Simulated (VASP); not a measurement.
Wanted: the native input for a VASP 6.6.1 run.

- Task: single point
- Functional: PBEsol
- Potentials or basis: VASP PAW PBE potentials, release 64 (Al)
- Cutoff: 520 eV
- k mesh: 20 × 20 × 20
- Occupations: gaussian, width 0.15 eV
- Spin: no spin polarisation
- Dipole correction: no
- Further INCAR settings: ALGO = Normal; EDIFF = 1e-07; NBANDS = 8

The structure of Al lies in POSCAR:

```
Al
1.0
   -1.6150869704      1.6150869704      1.6150869704
    1.6150869704     -1.6150869704      1.6150869704
    1.6150869704      1.6150869704     -1.6150869704
Al
1
Direct
    0.0000000000      0.0000000000      0.0000000000
```

This isn't the form of Al at room conditions, which is fcc.

This cell differs from its parent crystal: strain +0.015 along x and y, +0.015 along z.

One way to write it, as run:

INCAR

```
ALGO     = Normal         # electronic algorithm
EDIFF    = 1E-7           # SCF threshold, eV
ENCUT    = 520            # plane-wave cutoff, eV
GGA      = PS             # functional
ISIF     = 2              # what is computed and relaxed
ISMEAR   = 0              # smearing method
LASPH    = T              # aspherical terms in the spheres
LCHARG   = T              # write CHGCAR
LELF     = T              # ELF
LREAL    = F              # projectors in reciprocal space
LVHAR    = T            
LWAVE    = F              # write WAVECAR
NBANDS   = 8              # bands
NELM     = 100            # most SCF steps
PREC     = Accurate       # precision mode
SIGMA    = 0.15           # smearing width, eV
```

KPOINTS

```
k-points
0
Gamma
  20 20 20
```

Potentials or basis: VASP PAW PBE potentials, release 64 (Al).

Run with:

```sh
$ cat potpaw_PBE.64/Al/POTCAR > POTCAR
$ mpirun -np 1 vasp_std > vasp.out
```

It gave:

The pressure is -1.1 GPa and the band gap on the k mesh is zero (an odd number of electrons rules out a gap without spin polarisation).

Caveat: the cell differs from its parent crystal (strain +0.015 along x and y, +0.015 along z); the PAW data sets were made with another functional, which shifts forces and pressure a little.

It took 35 s on 1 thread of AMD EPYC 7R13, on a shared host, peak memory 0.12 GiB.
